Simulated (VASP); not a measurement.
# MgW (P6_3/mmc) in VASP: notebook, part 2 of 2

VASP 6.6.1. Earlier steps stand in the parts before.

### 3 Single point, PBE

This run uses another cell than the first one, of 17.31 Å³/atom.

INCAR

```
ALGO = Fast ; EDIFF = 1E-6
ENCUT = 520 ; GGA = PE
ISIF = 2 ; ISMEAR = 0
LASPH = T ; LCHARG = F
LREAL = F ; LWAVE = F
NBANDS = 24 ; NELM = 100
PREC = Accurate ; SIGMA = 0.1
```

KPOINTS

```
k-points
0
Gamma
  9 9 2
```

POSCAR

```
MgW
1.0
    2.8509621132      0.0000000000      0.0000000000
   -1.4254810566      2.4690056153      0.0000000000
    0.0000000000      0.0000000000      9.8393546895
Mg W
2 2
Direct
    0.0000000000      0.0000000000      0.0000000000
    0.0000000000      0.0000000000      0.5000000000
    0.3333333333      0.6666666667      0.2500000000
    0.6666666667      0.3333333333      0.7500000000
```

Potentials or basis: VASP PAW PBE potentials, release 64 (Mg, W_sv).

Started as:

```bash
> cat potpaw_PBE.64/Mg/POTCAR potpaw_PBE.64/W_sv/POTCAR > POTCAR
> mpirun -np 1 vasp_std > vasp.out
```

OUTCAR:

```text
EDIFF = 1E-6
   ENCUT = 520
   GGA = PE
   ISIF = 2
   ISMEAR = 0
   LASPH = T
   LREAL = F
   NELM = 100
   PREC = Accurate

 ion  position               nearest neighbor table
   1  0.000  0.000  0.000-   3 2.96   4 2.96   4 2.96   3 2.96   4 2.96   3 2.96
   2  0.000  0.000  0.500-   3 2.96   4 2.96   4 2.96   3 2.96   4 2.96   3 2.96
   3  0.333  0.667  0.250-   1 2.96   2 2.96   1 2.96   2 2.96   1 2.96   2 2.96
   4  0.667  0.333  0.750-   1 2.96   2 2.96   1 2.96   2 2.96   1 2.96   2 2.96

  LATTYP: Found a hexagonal cell.
 ALAT       =     2.8509621132
 C/A-ratio  =     3.4512400722

  Lattice vectors:

 A1 = (   2.8509621132,   0.0000000000,   0.0000000000)
 A2 = (  -1.4254810566,   2.4690056153,   0.0000000000)
 A3 = (   0.0000000000,   0.0000000000,   9.8393546895)

Analysis of symmetry for initial positions (statically):
=====================================================================
 Subroutine PRICEL returns:
 Original cell was already a primitive cell.

 Routine SETGRP: Setting up the symmetry group for a
[... 171 lines left out ...]
  free energy    TOTEN  =       -26.76557765 eV

  energy without entropy =      -26.73951578  energy(sigma->0) =      -26.75254672

 E-fermi :   6.7255     XC(G=0): -11.2911

 val. band max:        6.7106707353   @ k =   0.3333  -0.0000   0.5000
 cond. band min:       6.7307119298   @ k =   0.4444   0.0000   0.5000
 fundamental gap:      0.0200411945
 Fermi energy:         6.7254753577

 k-point     1 :       0.0000    0.0000    0.0000
  band No.  band energies     occupation
      1     -66.9688      2.00000
      2     -66.9688      2.00000
      3     -31.2864      2.00000
      4     -31.2845      2.00000
      5     -30.6503      2.00000
      6     -30.6503      2.00000
[... 637 lines left out ...]
     23      12.6208      0.00000
     24      12.6208      0.00000

------------------------ aborting loop because EDIFF is reached ----------------------------------------

  FORCE on cell =-STRESS in cart. coord.  units (eV):
  Direction    XX          YY          ZZ          XY          YZ          ZX
  --------------------------------------------------------------------------------------
  -------------------------------------------------------------------------------------
  Total        0.0433935      0.0433935     -0.1070867      0.0000000      0.0000000     -0.0000000
  in kB        1.0038177      1.0038177     -2.4772273      0.0000000      0.0000000     -0.0000000
  external PRESSURE =      -0.1565306 kB  Pullay stress =       0.0000000 kB

 VOLUME and BASIS-vectors are now :
 -----------------------------------------------------------------------------
  energy-cutoff  :      520.00
  volume of cell :       69.26
      direct lattice vectors                 reciprocal lattice vectors
     2.850962113  0.000000000  0.000000000     0.350758783  0.202510678  0.000000000
    -1.425481057  2.469005615  0.000000000     0.000000000  0.405021355  0.000000000
     0.000000000  0.000000000  9.839354690     0.000000000  0.000000000  0.101632681

 POSITION                                       TOTAL-FORCE (eV/Angst)
 -----------------------------------------------------------------------------------
      0.00000      0.00000      0.00000         0.000000     -0.000000      0.000000
      0.00000      0.00000      4.91968         0.000000     -0.000000      0.000000
     -0.00000      1.64600      2.45984         0.000000     -0.000000      0.000000
      1.42548      0.82300      7.37952        -0.000000      0.000000     -0.000000
 -----------------------------------------------------------------------------------
    total drift:                               -0.000000      0.000000     -0.000000

  FREE ENERGIE OF THE ION-ELECTRON SYSTEM (eV)
  ---------------------------------------------------
  free  energy   TOTEN  =       -26.7655776493 eV

  energy  without entropy=      -26.7395157818  energy(sigma->0) =      -26.75254672
```

OSZICAR:

```text
N       E                     dE             d eps       ncg     rms          rms(c)
DAV:   1     0.315511366170E+03    0.31551E+03   -0.18546E+04  1208   0.135E+03
DAV:   2    -0.176238625633E+02   -0.33314E+03   -0.32201E+03  1296   0.405E+02
DAV:   3    -0.279342687061E+02   -0.10310E+02   -0.98281E+01  1432   0.713E+01
DAV:   4    -0.280910376823E+02   -0.15677E+00   -0.15642E+00  1216   0.900E+00
DAV:   5    -0.280930776357E+02   -0.20400E-02   -0.20398E-02  1416   0.113E+00    0.215E+01
RMM:   6    -0.270172565430E+02    0.10758E+01   -0.19755E+00  1227   0.907E+00    0.765E+00
RMM:   7    -0.267756412569E+02    0.24162E+00   -0.54988E-01  1286   0.472E+00    0.130E+00
RMM:   8    -0.267687309362E+02    0.69103E-02   -0.10640E-01  1331   0.186E+00    0.764E-01
RMM:   9    -0.267665783947E+02    0.21525E-02   -0.18232E-02  1350   0.937E-01    0.347E-01
RMM:  10    -0.267655089865E+02    0.10694E-02   -0.49317E-03  1396   0.410E-01    0.438E-02
RMM:  11    -0.267655912089E+02   -0.82222E-04   -0.12068E-03  1458   0.221E-01    0.797E-02
RMM:  12    -0.267655777316E+02    0.13477E-04   -0.14131E-04  1363   0.101E-01    0.197E-02
RMM:  13    -0.267655773772E+02    0.35441E-06   -0.42814E-05  1369   0.520E-02    0.270E-03
RMM:  14    -0.267655776493E+02   -0.27205E-06   -0.48873E-06  1128   0.164E-02
   1 F= -.26765578E+02 E0= -.26752547E+02  d E =-.260619E-01
```

stdout:

```text
POSCAR found type information on POSCAR MgW
 POSCAR found :  2 types and       4 ions
 scaLAPACK will be used
 LDA part: xc-table for (Slater+PW92), standard interpolation
 POSCAR, INCAR and KPOINTS ok, starting setup
 FFT: planning ... GRIDC
 FFT: planning ... GRID_SOFT
 FFT: planning ... GRID
 WAVECAR not read
 entering main loop
```

Wall time 26 s (1 thread of AMD EPYC 9R45 (Zen 5), shared host); peak memory 0.19 GiB.

Results:

```yaml
Free_energy: -26.7656 eV
Pressure: 0.0 GPa
Band_gap_on_the_k_mesh: zero (bands 16 and 17 overlap by 0.85 eV)
```

Levels at points of the mesh, in eV from the Fermi level:
```tsv
k point	band 13	band 14	band 15	band 16	band 17	band 18	band 19	band 20
(0.00, 0.00, 0.00)	-2.06	-1.12	0.10	0.10	0.10	0.10	2.86	2.86
(0.00, 0.00, 0.50)	-1.72	-1.72	0.10	0.10	0.10	0.10	2.89	2.89
```

Caveat: spin-orbit coupling is left out, which moves the levels of the heavy elements.

### 4 Relaxation of cell and atoms, PBE

This run uses another cell than the first one, of 17.40 Å³/atom.

INCAR

```
SYSTEM = MgW
  ALGO = Fast
  EDIFF = 1E-7
  EDIFFG = -0.04
  ENCUT = 600
  GGA = PE
  IBRION = 2
  ISIF = 3
  ISMEAR = 0
  LASPH = .True.
  LCHARG = .False.
  LREAL = .False.
  LWAVE = .False.
  NELM = 80
  NSW = 90
  PREC = Accurate
  SIGMA = 0.1
```

KPOINTS

```
k-points
0
Gamma
  9 9 2
  0 0 0
```

POSCAR

```
MgW
1.0
    2.8612163981      0.0000000000      0.0000000000
   -1.4306081991      2.4778860865      0.0000000000
    0.0000000000      0.0000000000      9.8167264575
Mg W
2 2
Direct
    0.0000000000      0.0000000000      0.0000000000
    0.0000000000      0.0000000000      0.5000000000
    0.3333333333      0.6666666667      0.2500000000
    0.6666666667      0.3333333333      0.7500000000
```

Potentials or basis: VASP PAW PBE potentials, release 64 (Mg, W_sv).

Started as:

```bash
> cat potpaw_PBE.64/Mg/POTCAR potpaw_PBE.64/W_sv/POTCAR > POTCAR
> mpirun -np 1 vasp_std > vasp.out
```

OUTCAR:

```text
SYSTEM = MgW
   EDIFF = 1E-7
   EDIFFG = -0.04
   ENCUT = 600
   GGA = PE
   IBRION = 2
   ISIF = 3
   ISMEAR = 0
   LASPH = .True.
   LREAL = .False.
   NELM = 80
   NSW = 90
   PREC = Accurate

 ion  position               nearest neighbor table
   1  0.000  0.000  0.000-   3 2.96   4 2.96   4 2.96   3 2.96   4 2.96   3 2.96
   2  0.000  0.000  0.500-   3 2.96   4 2.96   4 2.96   3 2.96   4 2.96   3 2.96
   3  0.333  0.667  0.250-   1 2.96   2 2.96   1 2.96   2 2.96   1 2.96   2 2.96
   4  0.667  0.333  0.750-   1 2.96   2 2.96   1 2.96   2 2.96   1 2.96   2 2.96

  LATTYP: Found a hexagonal cell.
 ALAT       =     2.8612163981
 C/A-ratio  =     3.4309626018

  Lattice vectors:

 A1 = (   2.8612163981,   0.0000000000,   0.0000000000)
 A2 = (  -1.4306081991,   2.4778860865,   0.0000000000)
 A3 = (   0.0000000000,   0.0000000000,   9.8167264575)

Analysis of symmetry for initial positions (statically):
=====================================================================
 Subroutine PRICEL returns:
 Original cell was already a primitive cell.

 Routine SETGRP: Setting up the symmetry group for a
 hexagonal supercell.

 Subroutine GETGRP returns: Found 24 space group operations
 (whereof 12 operations were pure point group operations)
 out of a pool of 24 trial point group operations.

The static configuration has the point symmetry D_3d.
 The point group associated with its full space group is D_6h.

Analysis of symmetry for dynamics (positions and initial velocities):
=====================================================================
 Subroutine PRICEL returns:
 Original cell was already a primitive cell.

 Routine SETGRP: Setting up the symmetry group for a
 hexagonal supercell.

 Subroutine GETGRP returns: Found 24 space group operations
 (whereof 12 operations were pure point group operations)
 out of a pool of 24 trial point group operations.

The dynamic configuration has the point symmetry D_3d.
 The point group associated with its full space group is D_6h.

 Subroutine INISYM returns: Found 24 space group operations
 (whereof 12 operations are pure point group operations),
 and found     1 'primitive' translations

----------------------------------------------------------------------------------------

                                     Primitive cell

  volume of cell :      69.5983

  direct lattice vectors                    reciprocal lattice vectors
     2.861216398  0.000000000  0.000000000     0.349501702  0.201784902  0.000000000
    -1.430608199  2.477886086  0.000000000     0.000000000  0.403569803  0.000000000
     0.000000000  0.000000000  9.816726457     0.000000000  0.000000000  0.101866952

  length of vectors
     2.861216398  2.861216398  9.816726457     0.403569803  0.403569803  0.101866952

  position of ions in fractional coordinates (direct lattice)
     0.000000000  0.000000000  0.000000000
     0.000000000  0.000000000  0.500000000
     0.333333333  0.666666667  0.250000000
     0.666666667  0.333333333  0.750000000

  ion indices of the primitive-cell ions
   primitive index   ion index
                 1           1
                 2           2
                 3           3
                 4           4

----------------------------------------------------------------------------------------

 KPOINTS: k-points

Automatic generation of k-mesh.
 Grid dimensions read from file:
 generate k-points for:    9    9    2

 Generating k-lattice:

  Cartesian coordinates                     Fractional coordinates (reciprocal lattice)
     0.038833522  0.022420545  0.000000000     0.111111111 -0.000000000  0.000000000
     0.000000000  0.044841089  0.000000000     0.000000000  0.111111111  0.000000000
     0.000000000  0.000000000  0.050933476     0.000000000  0.000000000  0.500000000

  Length of vectors
     0.044841089  0.044841089  0.050933476

  Shift w.r.t. Gamma in fractional coordinates (k-lattice)
     0.000000000  0.000000000  0.000000000

 Subroutine IBZKPT returns following result:
 ===========================================

 Found     24 irreducible k-points:

 Following reciprocal coordinates:
            Coordinates               Weight
  0.000000  0.000000  0.000000      1.000000
  0.111111  0.000000  0.000000      6.000000
  0.222222  0.000000  0.000000      6.000000
  0.333333  0.000000  0.000000      6.000000
  0.444444  0.000000  0.000000      6.000000
  0.111111  0.111111  0.000000      6.000000
[... 16 lines left out ...]
  0.333333  0.222222  0.500000     12.000000
  0.333333  0.333333  0.500000      2.000000
   k-points           NKPTS =     24   k-points in BZ     NKDIM =     24   number of bands    NBANDS=     20
   number of dos      NEDOS =    301   number of ions     NIONS =      4
   total plane-waves  NPLWV =  46080
   dimension x,y,z NGX =    24 NGY =   24 NGZ =   80
   dimension x,y,z NGXF=    48 NGYF=   48 NGZF=  160
   ions per type =               2   2
   NGX,Y,Z   is equivalent  to a cutoff of  13.94, 13.94, 13.55 a.u.
   NGXF,Y,Z  is equivalent  to a cutoff of  27.89, 27.89, 27.10 a.u.
 SYSTEM =  MgW
   PREC   = accura    normal or accurate (medium, high low for compatibility)
   ISTART =      0    job   : 0-new  1-cont  2-samecut
   ICHARG =      2    charge: 1-file 2-atom 10-const
   ISPIN  =      1    spin polarized calculation?
   LNONCOLLINEAR =      F non collinear calculations
   LSORBIT =      F    spin-orbit coupling
   LASPH  =      T    aspherical Exc in radial PAW
   ENCUT  =  600.0 eV  44.10 Ry    6.64 a.u.   5.71  5.71 19.61*2*pi/ulx,y,z
   NELM   =     80;   NELMIN=  2; NELMDL= -5     # of ELM steps
   EDIFF  = 0.1E-06   stopping-criterion for ELM
   LREAL  =      F    real-space projection
   EDIFFG = -.4E-01   stopping-criterion for IOM
   NSW    =     90    number of steps for IOM
   IBRION =      2    ionic relax: 0-MD 1-quasi-New 2-CG
   NFREE  =      1    steps in history (QN), initial steepest desc. (CG)
   ISIF   =      3    stress and relaxation
   ISYM   =      2    0-nonsym 1-usesym 2-fastsym
   POTIM  = 0.5000    time-step for ionic-motion
   TEBEG  =    0.0;   TEEND  =   0.0 temperature during run
   PSTRESS=    0.0 pullay stress
   NELECT =      32.0000    total number of electrons
   NUPDOWN=      -1.0000    fix difference up-down
   EMIN   =  10.00;   EMAX   =-10.00  energy-range for DOS
   EFERMI =   0.00;   METHOD = LEGACY
   ISMEAR =     0;   SIGMA  =   0.10  broadening in eV -4-tet -1-fermi 0-gaus
   EFERMI_NEDOS =   21; number of points for ismear=-14 and -15
   IALGO  =     68    algorithm
   IMIX   =      4    mixing-type and parameters
     AMIX     =   0.40;   BMIX     =  1.00
     AMIX_MAG =   1.60;   BMIX_MAG =  1.00
  volume/ion in A,a.u.               =      17.40       117.42
  Fermi-wavevector in a.u.,A,eV,Ry     =   1.263548  2.387760 21.722447  1.596555
  Thomas-Fermi vector in A             =   2.396900
   LORBIT       =      0    0 simple, 1 ext, 2 COOP (PROOUT), +10 PAW based schemes
   GGA     = PE    functional components
   LHFCALC =     F    Hartree Fock is set to
   AEXX    =    0.0000 exact exchange contribution
   IVDW    =     0    specifies the selected vdW correction
   LEPSILON=     F    determine dielectric tensor
   LRPA    =     F    only Hartree local field effects (RPA)
 conjugate gradient relaxation of ions
 non-spin polarized calculation
 RMM-DIIS sequential band-by-band and
 Gauss-broadening in eV      SIGMA  =   0.10
  energy-cutoff  :      600.00
  volume of cell :       69.60
 maximum number of plane-waves:      2336
 NGX is ok and might be reduce to    24
   NGX = 11   NGY = 11   NGZ = 39

--------------------------------------- Ionic step        1  -------------------------------------------

 number of electron      32.0000000 magnetization

 Free energy of the ion-electron system (eV)
  ---------------------------------------------------
  ext. energy  EPLUGINS =         0.00000000
  ---------------------------------------------------
  free energy    TOTEN  =       -26.76443289 eV

  energy without entropy =      -26.73995950  energy(sigma->0) =      -26.75219619

------------------------ aborting loop because EDIFF is reached ----------------------------------------

  FORCE on cell =-STRESS in cart. coord.  units (eV):
  Direction    XX          YY          ZZ          XY          YZ          ZX
  --------------------------------------------------------------------------------------
  -------------------------------------------------------------------------------------
  Total       -0.5413470     -0.5413470     -0.0116835      0.0000000      0.0000000     -0.0000000
  in kB      -12.4619956    -12.4619956     -0.2689592      0.0000000      0.0000000     -0.0000000
  external PRESSURE =      -8.3976501 kB  Pullay stress =       0.0000000 kB
[... 61 lines left out ...]
  energy  without entropy=      -26.7375471169  energy(sigma->0) =      -26.75074066

--------------------------------------- Ionic step        3  -------------------------------------------

 number of electron      32.0000002 magnetization

 Free energy of the ion-electron system (eV)
  ---------------------------------------------------
  ext. energy  EPLUGINS =         0.00000000
  ---------------------------------------------------
  free energy    TOTEN  =       -26.76610549 eV

  energy without entropy =      -26.74076433  energy(sigma->0) =      -26.75343491

 E-fermi :   6.7335     XC(G=0): -11.2975

 val. band max:        6.7169525009   @ k =   0.3333   0.0000   0.5000
 cond. band min:       6.7353005406   @ k =   0.4444   0.0000   0.5000
 fundamental gap:      0.0183480396
 Fermi energy:         6.7335167190

 k-point     1 :       0.0000    0.0000    0.0000
  band No.  band energies     occupation
      1     -66.9543      2.00000
      2     -66.9543      2.00000
      3     -31.2717      2.00000
      4     -31.2698      2.00000
      5     -30.6387      2.00000
      6     -30.6387      2.00000
[... 12 lines left out ...]
     19       9.5865      0.00000
[... 559 lines left out ...]
  FREE ENERGIE OF THE ION-ELECTRON SYSTEM (eV)
  ---------------------------------------------------
  free  energy   TOTEN  =       -26.7661054932 eV

  energy  without entropy=      -26.7407643348  energy(sigma->0) =      -26.75343491

 reached required accuracy - stopping structural energy minimisation
```

OSZICAR:

```text
N       E                     dE             d eps       ncg     rms          rms(c)
DAV:   1     0.327387664109E+03    0.32739E+03   -0.20432E+04  1016   0.179E+03
DAV:   2    -0.154197472522E+02   -0.34281E+03   -0.33464E+03  1060   0.478E+02
DAV:   3    -0.277641879159E+02   -0.12344E+02   -0.11687E+02  1188   0.831E+01
[... 35 lines left out ...]
RMM:   7    -0.267661054497E+02   -0.50787E-05   -0.71831E-05  1073   0.630E-02    0.911E-03
RMM:   8    -0.267661058732E+02   -0.42356E-06   -0.94535E-06  1119   0.263E-02    0.796E-03
RMM:   9    -0.267661062530E+02   -0.37981E-06   -0.25065E-06  1092   0.142E-02    0.910E-03
RMM:  10    -0.267661055758E+02    0.67721E-06   -0.28094E-06   965   0.107E-02    0.138E-03
RMM:  11    -0.267661054932E+02    0.82623E-07   -0.43213E-07   782   0.345E-03
   3 F= -.26766105E+02 E0= -.26753435E+02  d E =-.167261E-02
```

Run time: 61 s. Hardware: 1 thread of AMD EPYC 9R45 (Zen 5), shared host; peak memory 0.2 GiB.

What came out:

| Item | Value |
| --- | --- |
| Free energy | -26.7661 eV |
| Relaxed volume | 17.29 Å³/atom |
| Relaxed cell | a = 2.852 Å, b = 2.852 Å, c = 9.816 Å, α = 90.00°, β = 90.00°, γ = 120.00° |
| Space group after relaxing (to 0.1 Å) | P6_3/mmc (No. 194) |
| Energy gained by relaxing | 0.4 meV/atom |
| Ionic steps | 3 |
| Pressure after relaxing | 0.1 GPa |
| Band gap on the k mesh | zero (bands 16 and 17 overlap by 0.85 eV) |

Step by step:
```csv
step,energy change (eV),largest force (eV/Å),pressure (GPa),volume (Å³)
1,0.0000,0.0000,-0.84,69.60
2,0.0005,0.0000,1.20,68.68
3,-0.0017,0.0000,0.10,69.17
```

Final structure:
```xyz
4
Lattice="2.8524 0.0000 0.0000 -1.4262 2.4703 0.0000 0.0000 0.0000 9.8161" Properties=species:S:1:pos:R:3 pbc="T T T"
Mg    0.0000    0.0000    0.0000
Mg    0.0000    0.0000    4.9080
W     0.0000    1.6469    2.4540
W     1.4262    0.8234    7.3621
```

Levels at points of the mesh, in eV from the Fermi level:
```tsv
k point	band 14	band 15	band 16	band 17	band 18	band 19
(0.00, 0.00, 0.00)	-1.10	0.10	0.10	0.11	0.11	2.85
(0.00, 0.00, 0.50)	-1.70	0.11	0.11	0.11	0.11	2.88
```

Caveat: spin-orbit coupling is left out, which moves the levels of the heavy elements.

### 5 The runs side by side

```csv
task,cell,k mesh,cutoff (eV),gap on the mesh (eV),pressure (GPa)
single point,"a = 3.104, b = 3.104, c = 9.461 Å, angles 90.0, 90.0, 120.0°, 4 atoms",6 × 6 × 2,520,none,-14.1
single point,"a = 2.851, b = 2.851, c = 9.839 Å, angles 90.0, 90.0, 120.0°, 4 atoms",9 × 9 × 2,520,none,0.0
relaxation of cell and atoms,"relaxed from a = 2.861, b = 2.861, c = 9.817 Å, angles 90.0, 90.0, 120.0°, 4 atoms",9 × 9 × 2,600,none,0.1
```

Alike in all rows: level PBE; potentials or basis VASP PAW PBE potentials, release 64 (Mg, W_sv); no spin polarisation; smearing gaussian 0.1 eV.

Caveats: some runs use coarse meshes; spin-orbit coupling is left out, which moves the levels of the heavy elements.

Total energies depend on the potentials used, so only differences within one code and one set of settings carry meaning.
